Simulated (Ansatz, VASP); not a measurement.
Given: the input of a run of Ansatz 0.2.0 on MnS.

Contents of input.yaml:

```yaml
crystal:
  lattice:
    - [0.0, 2.6045, 2.6045]
    - [2.6045, 0.0, 2.6045]
    - [2.6045, 2.6045, 0.0]
  atoms:
    - { symbol: Mn, position: [0.0, 0.0, 0.0], spin: 4.0 }
    - { symbol: S, position: [0.5, 0.5, 0.5] }
kpoints:
  mp_grid: { grid: [9, 9, 9] }
scf:
  occupations: { method: gaussian, width: 0.013 }
hamiltonian:
  xc: pbe
  pseudopotentials: { kind: all_electron, lapw: { basis_error: 0.001 } }
magnetization:
  spin_polarized: true
output:
  forces: true
  stress: true
  eigenvalues: true
```

Potentials or basis: all-electron LAPW, scalar-relativistic.

The run is started by

```console
$ ansatz run input.yaml --threads 2 --pin off --max-ram 6144MiB --backend cpu --events-out ev --progress --plain --runs-dir out
```

Question: Set up the same calculation for VASP 6.6.1. Potentials there: VASP PAW PBE potentials, release 64 (Mn_pv, S).

Answer: As run (the cutoff follows the program's own potentials):

File INCAR:

```
SYSTEM = MnS
PREC = Accurate
ENCUT = 520
EDIFF = 1E-6
ISMEAR = 0
SIGMA = 0.013000000000000001
LREAL = .False.
LASPH = .True.
NELM = 150
ALGO = Normal
ISIF = 2
LWAVE = .False.
LCHARG = .True.
ISPIN = 2
MAGMOM = 4 0
LORBIT = 11
LMAXMIX = 4
GGA = PE
LELF = .True.
LVHAR = .True.
NBANDS = 20
```

KPOINTS

```
Automatic mesh
0
Gamma
  9 9 9
  0 0 0
```

The input POSCAR:

```
MnS
1.0
    0.0000000000      2.6045000000      2.6045000000
    2.6045000000      0.0000000000      2.6045000000
    2.6045000000      2.6045000000      0.0000000000
Mn S
1 1
Direct
    0.0000000000      0.0000000000      0.0000000000
    0.5000000000      0.5000000000      0.5000000000
```

Potentials or basis: VASP PAW PBE potentials, release 64 (Mn_pv, S).

Run with:

```console
$ cat potpaw_PBE.64/Mn_pv/POTCAR potpaw_PBE.64/S/POTCAR > POTCAR
$ mpirun -np 1 vasp_std > vasp.out
```

Both were run:

|  | VASP | Ansatz | Ansatz less VASP |
| --- | --- | --- | --- |
| gap on the k mesh at the Fermi level (eV) | none | none | - |
| pressure (GPa) | -2.9 | -2.8 | +0.03 |
| net moment per atom (μB) | 2.36 | 2.36 | 0.000 |
| size of the moment on the site where the two differ most (μB) | 4.26 | 4.44 | +0.175 |

Site moments also hang on the region over which each program counts them. A gap of «none» marks a metal or a gap that the smearing closes. Ansatz ran all-electron here, and VASP with PAW potentials.
